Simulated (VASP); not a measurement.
Here is a VASP 6.6.1 calculation.

The input INCAR:

```
SYSTEM = ZnS
PREC = Accurate
ENCUT = 520
EDIFF = 1E-6
ISMEAR = 0
SIGMA = 0.1
LREAL = .False.
LASPH = .True.
NELM = 80
ALGO = Normal
ISIF = 2
LWAVE = .False.
LCHARG = .False.
GGA = RE
NBANDS = 16
ISYM = 0
```

KPOINTS

```
Automatic mesh
0
Gamma
  4 4 4
  0.76 0.87 0.28
```

POSCAR

```
ZnS
1.0
    0.0000000000      2.6936828773      2.6936828773
    2.6936828773      0.0000000000      2.6936828773
    2.6936828773      2.6936828773      0.0000000000
Zn S
1 1
Direct
    0.0000000000      0.0000000000      0.0000000000
    0.2500000000      0.2500000000      0.2500000000
```

Potentials or basis: VASP PAW PBE potentials, release 64 (Zn, S).

Run with:

```sh
$ cat potpaw_PBE.64/Zn/POTCAR potpaw_PBE.64/S/POTCAR > POTCAR
$ mpirun -np 1 vasp_std > vasp.out
```

**Question.** Predict the band gap on the k mesh.

**Answer.** 3.11 eV, direct.

**Question.** What does it give for the pressure?

**Answer.** 4.3 GPa.

Caveat: the PAW data sets were made with another functional, which shifts forces and pressure a little. A k mesh can miss the band edges.
